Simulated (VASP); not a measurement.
# KZrN (P4/mmm) in VASP: notebook

Runs on KZrN. Level: PBE. Tasks: relaxation of cell and atoms, single point.

Everything below comes from runs of VASP 6.6.1. Logs are shortened: lines on timing, memory, paths and dates and some standing lists are left out, and cuts for length are marked.

**1. The cell of the first run**

It takes space group P4/mmm (No. 123, tetragonal). Conventional cell: a = 3.856 Å, b = 3.856 Å, c = 3.927 Å, α = 90.00°, β = 90.00°, γ = 90.00°. Within 3.6 Å of K (site symmetry 4/mmm) lie 4 N at 2.73 Å and 8 Zr at 3.36 Å. Zr (site symmetry 4/mmm) has 2 N at 1.96 Å within 2.6 Å. N (site symmetry 4/mmm) has 2 Zr at 1.96 Å within 2.6 Å.

**2. Relaxation of cell and atoms, PBE**

INCAR

```
PREC     = Accurate       # precision mode
ENCUT    = 600            # plane-wave cutoff, eV
EDIFF    = 1E-6           # SCF threshold, eV
ISMEAR   = 0              # smearing method
SIGMA    = 0.1            # smearing width, eV
LREAL    = False          # projectors in reciprocal space
LASPH    = True           # aspherical terms in the spheres
NELM     = 80             # most SCF steps
ALGO     = Normal         # electronic algorithm
ISIF     = 3              # what is computed and relaxed
LWAVE    = False          # write WAVECAR
LCHARG   = False          # write CHGCAR
GGA      = PE             # functional
IBRION   = 2              # ionic algorithm
NSW      = 90             # ionic steps
EDIFFG   = -0.04          # ionic threshold
```

KPOINTS

```
regular mesh
0
Gamma
  4 4 4
```

POSCAR

```
KZrN
1.0
    3.8559990400      0.0000000000      0.0000000000
    0.0000000000      3.8559990400      0.0000000000
    0.0000000000      0.0000000000      3.9274979300
K Zr N
1 1 1
Direct
    0.0000000000      0.0000000000      0.0000000000
    0.5000000000      0.5000000000      0.5000000000
    0.5000000000      0.5000000000      0.0000000000
```

Potentials or basis: VASP PAW PBE potentials, release 64 (K_sv, Zr_sv, N).

Run with:

```console
cat potpaw_PBE.64/K_sv/POTCAR potpaw_PBE.64/Zr_sv/POTCAR potpaw_PBE.64/N/POTCAR > POTCAR
mpirun -np 1 vasp_std > vasp.out
```

OUTCAR:

```text
PREC = Accurate
   ENCUT = 600
   EDIFF = 1E-6
   ISMEAR = 0
   LREAL = False
   LASPH = True
   NELM = 80
   ISIF = 3
   GGA = PE
   IBRION = 2
   NSW = 90
   EDIFFG = -0.04

 ion  position               nearest neighbor table
   1  0.000  0.000  0.000-   3 2.73   3 2.73   3 2.73   3 2.73   2 3.36   2 3.36   2 3.36   2 3.36
                             2 3.36   2 3.36   2 3.36   2 3.36
   2  0.500  0.500  0.500-   3 1.96   3 1.96   1 3.36   1 3.36   1 3.36   1 3.36   1 3.36   1 3.36
                             1 3.36   1 3.36
   3  0.500  0.500  0.000-   2 1.96   2 1.96   1 2.73   1 2.73   1 2.73   1 2.73

  LATTYP: Found a simple tetragonal cell.
 ALAT       =     3.8559990400
 C/A-ratio  =     1.0185422479

  Lattice vectors:

 A1 = (   3.8559990400,   0.0000000000,   0.0000000000)
 A2 = (   0.0000000000,   3.8559990400,   0.0000000000)
 A3 = (   0.0000000000,   0.0000000000,   3.9274979300)

Analysis of symmetry for initial positions (statically):
=====================================================================
 Subroutine PRICEL returns:
 Original cell was already a primitive cell.

 Routine SETGRP: Setting up the symmetry group for a
 simple tetragonal supercell.

 Subroutine GETGRP returns: Found 16 space group operations
 (whereof 16 operations were pure point group operations)
 out of a pool of 16 trial point group operations.

The static configuration has the point symmetry D_4h.

Analysis of symmetry for dynamics (positions and initial velocities):
=====================================================================
 Subroutine PRICEL returns:
 Original cell was already a primitive cell.

 Routine SETGRP: Setting up the symmetry group for a
 simple tetragonal supercell.

 Subroutine GETGRP returns: Found 16 space group operations
 (whereof 16 operations were pure point group operations)
 out of a pool of 16 trial point group operations.

The dynamic configuration has the point symmetry D_4h.

 Subroutine INISYM returns: Found 16 space group operations
 (whereof 16 operations are pure point group operations),
 and found     1 'primitive' translations

----------------------------------------------------------------------------------------

                                     Primitive cell

  volume of cell :      58.3969

  direct lattice vectors                    reciprocal lattice vectors
     3.855999040  0.000000000  0.000000000     0.259336164  0.000000000  0.000000000
     0.000000000  3.855999040  0.000000000     0.000000000  0.259336164  0.000000000
     0.000000000  0.000000000  3.927497930     0.000000000  0.000000000  0.254615029

  length of vectors
     3.855999040  3.855999040  3.927497930     0.259336164  0.259336164  0.254615029

  position of ions in fractional coordinates (direct lattice)
     0.000000000  0.000000000  0.000000000
     0.500000000  0.500000000  0.500000000
     0.500000000  0.500000000  0.000000000

  ion indices of the primitive-cell ions
   primitive index   ion index
                 1           1
                 2           2
                 3           3

----------------------------------------------------------------------------------------

 KPOINTS: regular mesh

Automatic generation of k-mesh.
 Grid dimensions read from file:
 generate k-points for:    4    4    4

 Generating k-lattice:

  Cartesian coordinates                     Fractional coordinates (reciprocal lattice)
     0.064834041  0.000000000  0.000000000     0.250000000  0.000000000  0.000000000
     0.000000000  0.064834041  0.000000000     0.000000000  0.250000000  0.000000000
     0.000000000  0.000000000  0.063653757     0.000000000  0.000000000  0.250000000

  Length of vectors
     0.064834041  0.064834041  0.063653757

  Shift w.r.t. Gamma in fractional coordinates (k-lattice)
     0.000000000  0.000000000  0.000000000

 Subroutine IBZKPT returns following result:
 ===========================================

 Found     18 irreducible k-points:

 Following reciprocal coordinates:
            Coordinates               Weight
  0.000000  0.000000  0.000000      1.000000
  0.250000  0.000000  0.000000      4.000000
  0.500000  0.000000  0.000000      2.000000
  0.250000  0.250000  0.000000      4.000000
  0.500000  0.250000  0.000000      4.000000
  0.500000  0.500000  0.000000      1.000000
[... 10 lines left out ...]
  0.500000  0.250000  0.500000      4.000000
  0.500000  0.500000  0.500000      1.000000
   k-points           NKPTS =     18   k-points in BZ     NKDIM =     18   number of bands    NBANDS=     17
   number of dos      NEDOS =    301   number of ions     NIONS =      3
   total plane-waves  NPLWV =  32768
   dimension x,y,z NGX =    32 NGY =   32 NGZ =   32
   dimension x,y,z NGXF=    64 NGYF=   64 NGZF=   64
   ions per type =               1   1   1
   NGX,Y,Z   is equivalent  to a cutoff of  13.80, 13.80, 13.55 a.u.
   NGXF,Y,Z  is equivalent  to a cutoff of  27.59, 27.59, 27.09 a.u.
[... 26 lines left out ...]
   EFERMI_NEDOS =   21; number of points for ismear=-14 and -15
   IALGO  =     38    algorithm
   IMIX   =      4    mixing-type and parameters
     AMIX     =   0.40;   BMIX     =  1.00
     AMIX_MAG =   1.60;   BMIX_MAG =  1.00
  volume/ion in A,a.u.               =      19.47       131.36
  Fermi-wavevector in a.u.,A,eV,Ry     =   1.250075  2.362299 21.261649  1.562687
  Thomas-Fermi vector in A             =   2.384086
   LORBIT       =      0    0 simple, 1 ext, 2 COOP (PROOUT), +10 PAW based schemes
   GGA     = PE    functional components
   LHFCALC =     F    Hartree Fock is set to
   AEXX    =    0.0000 exact exchange contribution
   IVDW    =     0    specifies the selected vdW correction
   LEPSILON=     F    determine dielectric tensor
   LRPA    =     F    only Hartree local field effects (RPA)
 conjugate gradient relaxation of ions
 non-spin polarized calculation
 Gauss-broadening in eV      SIGMA  =   0.10
  energy-cutoff  :      600.00
  volume of cell :       58.40
 maximum number of plane-waves:      1968
 NGX is ok and might be reduce to    32
   NGX = 15   NGY = 15   NGZ = 15

--------------------------------------- Ionic step        1  -------------------------------------------

 number of electron      25.9999999 magnetization

 Free energy of the ion-electron system (eV)
  ---------------------------------------------------
  ext. energy  EPLUGINS =         0.00000000
  ---------------------------------------------------
  free energy    TOTEN  =       -16.86562699 eV

  energy without entropy =      -16.83164034  energy(sigma->0) =      -16.84863366

------------------------ aborting loop because EDIFF is reached ----------------------------------------

  FORCE on cell =-STRESS in cart. coord.  units (eV):
  Direction    XX          YY          ZZ          XY          YZ          ZX
  --------------------------------------------------------------------------------------
  -------------------------------------------------------------------------------------
  Total        3.7805210      3.7805210     12.0385214      0.0000000     -0.0000000     -0.0000000
  in kB      103.7223706    103.7223706    330.2888635      0.0000000     -0.0000000     -0.0000000
  external PRESSURE =     179.2445349 kB  Pullay stress =       0.0000000 kB
[... 92 lines left out ...]
  FREE ENERGIE OF THE ION-ELECTRON SYSTEM (eV)
  ---------------------------------------------------
  free  energy   TOTEN  =       -17.4204079398 eV

  energy  without entropy=      -17.4020878424  energy(sigma->0) =      -17.41124789

 E-fermi :   3.4169     XC(G=0):  -9.1946

 val. band max:        3.3922059969   @ k =   0.5000   0.5000   0.5000
 cond. band min:       3.4499757133   @ k =   0.5000   0.2500   0.2500
 fundamental gap:      0.0577697165
 Fermi energy:         3.4169464868

 k-point     1 :       0.0000    0.0000    0.0000
  band No.  band energies     occupation
      1     -45.9154      2.00000
      2     -26.0882      2.00000
      3     -24.0815      2.00000
      4     -24.0815      2.00000
      5     -23.6341      2.00000
      6      -9.7434      2.00000
[... 9 lines left out ...]
     16       5.1429      0.00000
     17       5.1429      0.00000
[... 323 lines left out ...]
      1     -45.9099      2.00000
      2     -26.0582      2.00000
      3     -24.1144      2.00000
      4     -24.1144      2.00000
      5     -23.7292      2.00000
      6      -9.8604      2.00000
[... 9 lines left out ...]
     16       5.7806      0.00000
     17       8.0176      0.00000

[... ionic steps 4 to 7 ...]

--------------------------------------- Ionic step        8  -------------------------------------------

 number of electron      25.9999997 magnetization

------------------------ aborting loop because EDIFF is reached ----------------------------------------

  FORCE on cell =-STRESS in cart. coord.  units (eV):
  Direction    XX          YY          ZZ          XY          YZ          ZX
  --------------------------------------------------------------------------------------
  -------------------------------------------------------------------------------------
  Total        0.0682780      0.0682780      0.5397689      0.0000000      0.0000000      0.0000000
  in kB        1.4780059      1.4780059     11.6843164      0.0000000      0.0000000      0.0000000
  external PRESSURE =       4.8801094 kB  Pullay stress =       0.0000000 kB
[... 59 lines left out ...]
  energy  without entropy=      -17.5194220764  energy(sigma->0) =      -17.52948185

--------------------------------------- Ionic step       10  -------------------------------------------

 number of electron      25.9999997 magnetization

 Free energy of the ion-electron system (eV)
  ---------------------------------------------------
  ext. energy  EPLUGINS =         0.00000000
  ---------------------------------------------------
  free energy    TOTEN  =       -17.54258455 eV

  energy without entropy =      -17.52181863  energy(sigma->0) =      -17.53220159

 E-fermi :   3.0714     XC(G=0):  -8.8921

 val. band max:        3.0633791203   @ k =   0.5000   0.2500   0.2500
 cond. band min:       3.1116502927   @ k =   0.5000   0.5000   0.5000
 fundamental gap:      0.0482711724
 Fermi energy:         3.0714072803

 k-point     1 :       0.0000    0.0000    0.0000
  band No.  band energies     occupation
      1     -46.3456      2.00000
      2     -26.7101      2.00000
      3     -24.5241      2.00000
      4     -24.5241      2.00000
      5     -24.0528      2.00000
      6     -10.3211      2.00000
[... 9 lines left out ...]
     16       4.7237      0.00000
     17       4.7237      0.00000
[... 368 lines left out ...]
  FREE ENERGIE OF THE ION-ELECTRON SYSTEM (eV)
  ---------------------------------------------------
  free  energy   TOTEN  =       -17.5425845521 eV

  energy  without entropy=      -17.5218186311  energy(sigma->0) =      -17.53220159

 reached required accuracy - stopping structural energy minimisation
```

It took 3.7 min on 1 thread of Oxide Virtual Turin-like, shared host; peak memory 0.16 GiB.

What came out:

```
Free energy                            : -17.5426 eV
Relaxed volume                         : 24.83 Å³/atom
Relaxed cell                           : a = 4.224 Å, b = 4.224 Å, c = 4.174 Å, α = 90.00°, β = 90.00°, γ = 90.00°
Space group after relaxing (to 0.05 Å) : P4/mmm (No. 123)
Energy gained by relaxing              : 225.7 meV/atom
Ionic steps                            : 10
Pressure after relaxing                : 0.0 GPa
Band gap on the k mesh                 : zero (band 13 reaches 3.11 eV, above the bottom of band 14 at 2.75 eV)
```

The path:
```
step  energy change (eV)  largest force (eV/Å)  pressure (GPa)  volume (Å³)
   1              0.0000                0.0000           17.92        58.40
   2              0.1731                0.0000           -9.35        78.43
   3             -0.5548                0.0000            1.21        66.83
   4             -0.5564                0.0000            1.93        66.36
   5             -0.6401                0.0000            1.05        69.59
   6             -0.6749                0.0000            0.56        73.11
   7             -0.6760                0.0000            0.49        73.86
   8             -0.6760                0.0000            0.49        74.01
   9             -0.6739                0.0000           -0.86        75.33
  10             -0.6770                0.0000            0.00        74.48
```

Final structure:
```
CELL_PARAMETERS angstrom
4.22436 0.00000 0.00000
0.00000 4.22436 0.00000
0.00000 0.00000 4.17389
ATOMIC_POSITIONS crystal
K 0.00000 0.00000 0.00000
Zr 0.50000 0.50000 0.50000
N 0.50000 0.50000 0.00000
```

Caveat: the k points lie up to 0.38 Å⁻¹ apart in the final cell; the volume moved by over 15 % at a fixed basis, so the end points are rough.

**3. Single point, PBE**

This run uses another cell than the first one, of 24.61 Å³/atom, 1.264 times its volume.

INCAR

```
SYSTEM = KZrN
PREC = Accurate ; ENCUT = 520
EDIFF = 1E-7 ; ISMEAR = 0
SIGMA = 0.1 ; LREAL = .FALSE.
LASPH = .TRUE. ; NELM = 80
ALGO = Normal ; ISIF = 2
LWAVE = .FALSE. ; LCHARG = .FALSE.
GGA = PE ; NBANDS = 20
```

KPOINTS

```
regular mesh
0
G
  12 12 12
  0 0 0
```

POSCAR

```
KZrN
1.0
    4.2096473645      0.0000000000      0.0000000000
    0.0000000000      4.2096473645      0.0000000000
    0.0000000000      0.0000000000      4.1662487009
K Zr N
1 1 1
Direct
    0.0000000000      0.0000000000      0.0000000000
    0.5000000000      0.5000000000      0.5000000000
    0.5000000000      0.5000000000      0.0000000000
```

Potentials or basis: VASP PAW PBE potentials, release 64 (K_sv, Zr_sv, N).

Run with:

```console
cat potpaw_PBE.64/K_sv/POTCAR potpaw_PBE.64/Zr_sv/POTCAR potpaw_PBE.64/N/POTCAR > POTCAR
mpirun -np 1 vasp_std > vasp.out
```

Run time: 5.2 min. Hardware: 1 thread of Oxide Virtual Turin-like, shared host; peak memory 0.37 GiB.

The run converged. Its results:

```
Free energy            : -17.6197 eV
Pressure               : 0.1 GPa
Band gap on the k mesh : zero (band 13 reaches 3.35 eV, above the bottom of band 14 at 2.66 eV)
```

Stress tensor (GPa, compression positive):
```
0.02 0.00 0.00
0.00 0.02 0.00
0.00 0.00 0.20
```

Levels at points of the mesh, in eV from the Fermi level:
| k point | band 9 | band 10 | band 11 | band 12 | band 13 | band 14 | band 15 | band 16 | band 17 | band 18 |
| --- | --- | --- | --- | --- | --- | --- | --- | --- | --- | --- |
| (0.00, 0.00, 0.00) | -12.80 | -2.39 | -0.76 | -0.76 | -0.46 | -0.10 | 1.49 | 1.75 | 1.75 | 5.66 |
| (0.50, 0.00, 0.00) | -12.24 | -2.20 | -1.05 | -0.73 | -0.10 | 1.02 | 1.29 | 1.42 | 1.92 | 2.36 |
| (0.50, 0.50, 0.00) | -12.72 | -1.42 | -1.42 | -0.62 | 0.03 | 1.05 | 1.05 | 2.14 | 2.62 | 3.57 |
| (0.00, 0.00, 0.50) | -11.42 | -3.91 | -2.11 | -2.11 | -1.43 | -0.03 | 1.67 | 3.59 | 4.65 | 5.01 |
| (0.50, 0.00, 0.50) | -11.11 | -3.90 | -3.07 | -2.36 | -0.87 | 0.79 | 1.56 | 2.39 | 4.69 | 5.03 |
| (0.50, 0.50, 0.50) | -11.34 | -3.84 | -2.57 | -2.57 | 0.12 | 1.78 | 1.78 | 2.20 | 3.39 | 4.82 |

**4. Relaxation of cell and atoms, PBE**

This run uses another cell than the first one, of 24.65 Å³/atom, 1.266 times its volume.

INCAR

```
ALGO     = Normal         # electronic algorithm
EDIFF    = 1E-7           # SCF threshold, eV
EDIFFG   = -0.01          # ionic threshold
ENCUT    = 600            # plane-wave cutoff, eV
GGA      = PE             # functional
IBRION   = 2              # ionic algorithm
ISIF     = 3              # what is computed and relaxed
ISMEAR   = 0              # smearing method
LASPH    = T              # aspherical terms in the spheres
LCHARG   = F              # write CHGCAR
LREAL    = F              # projectors in reciprocal space
LWAVE    = F              # write WAVECAR
NELM     = 80             # most SCF steps
NSW      = 100            # ionic steps
PREC     = Accurate       # precision mode
SIGMA    = 0.1            # smearing width, eV
```

KPOINTS

```
k-points
0
Gamma
  12 12 12
```

POSCAR

```
KZrN
1.0
    4.2096382228      0.0000000000      0.0000000000
    0.0000000000      4.2096382228      0.0000000000
    0.0000000000      0.0000000000      4.1727456596
K Zr N
1 1 1
Direct
    0.0000000000      0.0000000000      0.0000000000
    0.5000000000      0.5000000000      0.5000000000
    0.5000000000      0.5000000000      0.0000000000
```

Run with:

```console
cat potpaw_PBE.64/K_sv/POTCAR potpaw_PBE.64/Zr_sv/POTCAR potpaw_PBE.64/N/POTCAR > POTCAR
mpirun -np 1 vasp_std > vasp.out
```

Run time: 17 min. Hardware: 1 thread of Oxide Virtual Turin-like, shared host; peak memory 0.45 GiB.

The run converged. Its results:

```yaml
Free_energy: -17.6212 eV
Relaxed_volume: 24.62 Å³/atom
Relaxed_cell: a = 4.209 Å, b = 4.209 Å, c = 4.168 Å, α = 90.00°, β = 90.00°, γ = 90.00°
Space_group_after_relaxing_to_0.05_Å: P4/mmm (No. 123)
Energy_gained_by_relaxing: 0.0 meV/atom
Ionic_steps: 3
Pressure_after_relaxing: 0.0 GPa
Band_gap_on_the_k_mesh: zero (band 13 reaches 3.34 eV, above the bottom of band 14 at 2.65 eV)
```

Final structure:
```xyz
3
Lattice="4.2092 0.0000 0.0000 0.0000 4.2092 0.0000 0.0000 0.0000 4.1684" Properties=species:S:1:pos:R:3 pbc="T T T"
K     0.0000    0.0000    0.0000
Zr    2.1046    2.1046    2.0842
N     2.1046    2.1046    0.0000
```

Levels at points of the mesh, in eV from the Fermi level:
```csv
k point,band 9,band 10,band 11,band 12,band 13,band 14,band 15,band 16,band 17
"(0.00, 0.00, 0.00)",-12.79,-2.39,-0.75,-0.75,-0.46,-0.10,1.49,1.75,1.75
"(0.50, 0.00, 0.00)",-12.24,-2.20,-1.05,-0.73,-0.10,1.02,1.29,1.42,1.92
"(0.50, 0.50, 0.00)",-12.72,-1.42,-1.42,-0.62,0.03,1.05,1.05,2.14,2.63
"(0.00, 0.00, 0.50)",-11.42,-3.90,-2.10,-2.10,-1.43,-0.03,1.67,3.59,4.65
"(0.50, 0.00, 0.50)",-11.11,-3.90,-3.06,-2.35,-0.86,0.79,1.56,2.39,4.68
"(0.50, 0.50, 0.50)",-11.34,-3.84,-2.56,-2.56,0.12,1.78,1.78,2.20,3.39
```

**5. Overview**

```tsv
task	cell	k mesh	cutoff (eV)	gap on the mesh (eV)	pressure (GPa)	relaxed volume (Å³/atom)
relaxation of cell and atoms	relaxed from a = 3.856, b = 3.856, c = 3.927 Å, 3 atoms	4 × 4 × 4	600	none	0.0	24.83
single point	a = 4.210, b = 4.210, c = 4.166 Å, 3 atoms	12 × 12 × 12	520	none	0.1	-
relaxation of cell and atoms	relaxed from a = 4.210, b = 4.210, c = 4.173 Å, 3 atoms	12 × 12 × 12	600	none	0.0	24.62
```

Alike in all rows: level PBE; potentials or basis VASP PAW PBE potentials, release 64 (K_sv, Zr_sv, N); no spin polarisation; smearing gaussian 0.1 eV.

Caveats: some runs use coarse meshes; the volume moved by over 15 % at a fixed basis, so the end points are rough (some runs).

Absolute energies hang on the potentials; compare differences alone.
